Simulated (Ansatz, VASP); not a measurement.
## One calculation of MgO, two programs

```
CELL_PARAMETERS angstrom
2.96075 0.00000 0.00000
-1.48038 2.56409 0.00000
0.00000 0.00000 5.23379
ATOMIC_POSITIONS crystal
Mg 0.00000 0.00000 0.00000
Mg 0.33333 0.66667 0.50000
O 0.66667 0.33333 0.25000
O 0.66667 0.33333 0.75000
```

Alike in both runs: functional PBE; k mesh 9 × 9 × 6; occupations gaussian, width 0.02 eV; no spin polarisation.

Ansatz relaxed the structure, and its values are those at the end. VASP's run is a single point on that final structure, the one shown.

|  | VASP | Ansatz |
| --- | --- | --- |
| version | VASP 6.6.1 | Ansatz 0.2.0 |
| potentials or method | VASP PAW PBE potentials, release 64 (Mg, O), cutoff 520 eV | scalar-relativistic, plane waves, PAW |
| valence electrons in the cell | 16 | 32 |

|  | VASP | Ansatz | Ansatz less VASP |
| --- | --- | --- | --- |
| gap on the k mesh at the Fermi level (eV) | 2.79 | 2.81 | +0.023 |
| least direct gap on the mesh (eV) | 3.13 | 3.15 | +0.019 |
| pressure (GPa) | -0.7 | 0.0 | +0.71 |

With one functional, cell and mesh, what is left measures potentials, basis and numerics. VASP's potentials hold 16 valence electrons a cell and Ansatz's 32, so a difference there can come from the potentials and not from the codes.
